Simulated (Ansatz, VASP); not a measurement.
SnO2 in VASP and in Ansatz

```xyz
12
Lattice="0.0000 4.8272 -3.2382 0.0000 -4.8272 -3.2382 -4.8272 0.0000 3.2382" Properties=species:S:1:pos:R:3 pbc="T T T"
Sn   -2.4136   -2.4136   -1.6191
Sn   -2.4136    2.4136   -1.6191
Sn    0.0000    0.0000   -3.2382
Sn    0.0000    0.0000    0.0000
O    -3.8935   -0.9337   -1.6191
O    -3.8935   -0.9337    1.6191
O    -0.9337    0.9337   -4.8572
O    -0.9337    0.9337   -1.6191
O    -3.3473    1.4799    0.0000
O    -3.3473   -3.3473    0.0000
O    -1.4799   -1.4799   -3.2382
O    -1.4799   -1.4799    0.0000
```

Alike in both runs: task relaxation of cell and atoms; functional PBE; k mesh 6 × 6 × 6; occupations gaussian, width 0.02 eV; no spin polarisation.

|  | VASP | Ansatz |
| --- | --- | --- |
| version | VASP 6.6.1 | Ansatz 0.2.0 |
| potentials or method | VASP PAW PBE potentials, release 64 (Sn_d, O), cutoff 600 eV | scalar-relativistic, plane waves, PAW |
| valence electrons in the cell | 104 | 104 |

VASP gave:

| Item | Value |
| --- | --- |
| gap on the k mesh at the Fermi level, each at its own relaxed structure (eV) | 0.64 |
| relaxed volume (Å³/atom) | 12.60 |
| relaxed cell length with the largest relative difference (Å) | 5.817 |

Problem. Which values does Ansatz return?

Solution. gap on the k mesh at the Fermi level, each at its own relaxed structure (eV): 0.68; relaxed volume (Å³/atom): 12.58; relaxed cell length with the largest relative difference (Å): 5.813.
